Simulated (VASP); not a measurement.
A run of VASP 6.6.1 is set up as follows.

The input POSCAR:

```
TiSi2
1.0
    4.3746400000      0.0000000000      0.0000000000
   -2.1873200000      3.7885500000      0.0000000000
    0.0000000000      0.0000000000      2.5610100000
Ti Si
1 2
Direct
    0.0000000000      0.0000000000      0.0000000000
    0.3333300000      0.6666700000      0.5000000000
    0.6666700000      0.3333300000      0.5000000000
```

File INCAR.step1:

```
SYSTEM = TiSi2
ALGO = Normal
EDIFF = 1E-4
ENCUT = 520
GGA = PE
ISMEAR = -1
LASPH = .TRUE.
LCHARG = .FALSE.
LREAL = .FALSE.
LWAVE = .TRUE.
NBANDS = 17
NELM = 100
PREC = Accurate
SIGMA = 0.05
```

File INCAR.step2:

```
SYSTEM = TiSi2
ALGO = Normal
EDIFF = 1E-6
ENCUT = 520
ISIF = 2
ISMEAR = -1
ISTART = 1
LASPH = .TRUE.
LCHARG = .FALSE.
LMIXTAU = .TRUE.
LREAL = .FALSE.
LWAVE = .FALSE.
METAGGA = R2SCAN
NBANDS = 17
NELM = 100
PREC = Accurate
SIGMA = 0.05
```

Contents of KPOINTS:

```
k-points
0
G
  4 4 6
  0 0 0
```

Potentials or basis: VASP PAW PBE potentials, release 64 (Ti_sv, Si).

Launch:

```bash
$ cat potpaw_PBE.64/Ti_sv/POTCAR potpaw_PBE.64/Si/POTCAR > POTCAR
$ cp INCAR.step1 INCAR
$ mpirun -np 1 vasp_std > vasp.out
$ cp INCAR.step2 INCAR
$ mpirun -np 1 vasp_std > vasp.out
```

Problem. Estimate the band gap on the k mesh.

Solution. Zero (band 10 reaches 11.72 eV, above the bottom of band 11 at 8.62 eV).

Problem. Estimate the pressure.

Solution. -0.9 GPa.

Stress tensor (GPa, compression positive):
```
 2.42  0.00  0.00
 0.00  2.42  0.00
 0.00  0.00 -7.47
```

Caveat: the k points lie up to 0.41 Å⁻¹ apart; the PAW data sets were made with another functional, which shifts forces and pressure a little.
